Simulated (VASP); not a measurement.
Here is a VASP 6.6.1 calculation.

Contents of INCAR:

```
PREC     = Accurate       # precision mode
ENCUT    = 520            # plane-wave cutoff, eV
EDIFF    = 1E-6           # SCF threshold, eV
ISMEAR   = -1             # smearing method
SIGMA    = 0.1            # smearing width, eV
LREAL    = False          # projectors in reciprocal space
LASPH    = True           # aspherical terms in the spheres
NELM     = 150            # most SCF steps
ALGO     = Normal         # electronic algorithm
ISIF     = 2              # what is computed and relaxed
LWAVE    = False          # write WAVECAR
LCHARG   = False          # write CHGCAR
ISPIN    = 2              # spin polarisation
MAGMOM   = -0.31 -0.31 0.82 0.82 0.82 0.82 # initial moments
LORBIT   = 11             # projections on sites
LMAXMIX  = 4              # l up to which the mixer works
GGA      = PS             # functional
NBANDS   = 43             # bands
```

KPOINTS

```
regular mesh
0
Gamma
  10 10 10
```

Contents of POSCAR:

```
TiCo2
1.0
    0.0000000000      3.3520000000      3.3520000000
    3.3520000000      0.0000000000      3.3520000000
    3.3520000000      3.3520000000      0.0000000000
Ti Co
2 4
Direct
    0.5000000000      0.5000000000      0.5000000000
    0.7500000000      0.7500000000      0.7500000000
    0.1250000000      0.1250000000      0.1250000000
    0.6250000000      0.1250000000      0.1250000000
    0.1250000000      0.1250000000      0.6250000000
    0.1250000000      0.6250000000      0.1250000000
```

Potentials or basis: VASP PAW PBE potentials, release 64 (Ti_sv, Co).

Run with:

```sh
$ cat potpaw_PBE.64/Ti_sv/POTCAR potpaw_PBE.64/Co/POTCAR > POTCAR
$ mpirun -np 1 vasp_std > vasp.out
```

Task: Predict the site moments.

Result: Ti -0.23; Co +0.57 μB.

Task: Predict the net moment.

Result: 1.67 μB per cell.

Task: What does it give for the pressure?

Result: -12.4 GPa.

Caveat: the cell stands under tension; the PAW data sets were made with another functional, which shifts forces and pressure a little.
